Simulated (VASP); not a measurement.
Ni: single point with r2SCAN

Ni:

```
Ni
1.0
     0.00000    1.73306    1.73306
     1.73306    0.00000    1.73306
     1.73306    1.73306    0.00000
Ni
1
Direct
  0.00000 0.00000 0.00000
```

| Property | Result |
| --- | --- |
| Program | VASP 6.6.1 |
| Task | single point |
| Functional | r2SCAN |
| Potentials or basis | VASP PAW PBE potentials, release 64 (Ni) |
| Cutoff | 520 eV |
| k mesh | 15 × 15 × 15 |
| Occupations | gaussian, width 0.3 eV |
| Spin | no spin polarisation |

| Item | Value |
| --- | --- |
| Pressure | 0.8 GPa |
| Band gap on the k mesh | zero (bands 5 and 6 overlap by 1.11 eV) |

Levels at points of the mesh, in eV from the Fermi level:
| k point | band 2 | band 3 | band 4 | band 5 | band 6 | band 7 | band 8 | band 9 |
| --- | --- | --- | --- | --- | --- | --- | --- | --- |
| (0.00, 0.00, 0.00) | -2.03 | -2.03 | -2.03 | -0.91 | -0.91 | 25.12 | 29.79 | 29.79 |

Run time: 32 s on 1 thread of Intel(R) Xeon(R) 6975P-C (Granite Rapids) (shared host), peak memory 0.12 GiB.

Caveat: so wide a smearing shifts energies and pressures; the PAW data sets were made with another functional, which shifts forces and pressure a little; the run has no spin polarisation, though such a crystal can be magnetic. Spin polarisation is off, so any magnetic state and its effect on volume and gap are missing.
